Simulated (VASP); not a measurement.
The system is GdO.

```xyz
2
Lattice="0.0000 2.7000 2.7000 2.7000 0.0000 2.7000 2.7000 2.7000 0.0000" Properties=species:S:1:pos:R:3 pbc="T T T"
Gd    0.0000    0.0000    0.0000
O     4.0500    4.0500    4.0500
```

Base run:

```yaml
Program: VASP 6.6.1
Functional: PBEsol
Potentials_or_basis: VASP PAW PBE potentials, release 64 (Gd, O)
Cutoff: 520 eV
k_mesh: 7 × 7 × 7
Occupations: fermi-dirac, width 0.05 eV
Spin: collinear spin, ferromagnetic start
Starting_moments: "[7.0, 0.0] μB"
```

Its results: pressure -4.3 GPa; net moment 7.50 μB per cell; site moments Gd +6.86; O -0.03 μB.

**Question.** The run is repeated on the same cell with these changes: functional from PBEsol to PBE0; k mesh from 7 × 7 × 7 to 5 × 5 × 5. What comes out?

**Answer.** Pressure -2.1 GPa; net moment 7.98 μB per cell; site moments Gd +7.07; O +0.03 μB.

Several settings changed at once.

Caveats: some runs use coarse meshes; the PAW data sets were made with another functional, which shifts forces and pressure a little; a cell with one magnetic atom can't hold antiferromagnetic order, which such compounds often take; the cell stands under tension (at least some runs).
